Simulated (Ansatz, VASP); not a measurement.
Nb: VASP beside Ansatz

```
CELL_PARAMETERS angstrom
-1.61403 1.61403 1.71387
1.61403 -1.61403 1.71387
1.61403 1.61403 -1.71387
ATOMIC_POSITIONS crystal
Nb 0.00000 0.00000 0.00000
```

Change from the starting cell: strain -0.030 along x and y, +0.030 along z, atoms carried along.

Alike in both runs: task single point; functional PBEsol; k mesh 20 × 20 × 20; occupations gaussian, width 0.15 eV; no spin polarisation.

|  | VASP | Ansatz |
| --- | --- | --- |
| version | VASP 6.6.1 | Ansatz 0.2.0 |
| potentials or method | VASP PAW PBE potentials, release 64 (Nb_sv), cutoff 520 eV | scalar-relativistic, plane waves, PAW |
| valence electrons in the cell | 13 | 13 |

VASP gave:

* gap on the k mesh at the Fermi level (eV): none
* pressure (GPa): -3.5
* traceless stress, the component that is largest in VASP (GPa): -4.97

Q: Estimate Ansatz's values.

A: gap on the k mesh at the Fermi level (eV): none; pressure (GPa): -3.2; traceless stress, the component that is largest in VASP (GPa): -4.99.

VASP's potentials were made for PBE, not for PBEsol. A gap of «none» marks a metal or a gap that the smearing closes. With one functional, cell and mesh, what is left measures potentials, basis and numerics.
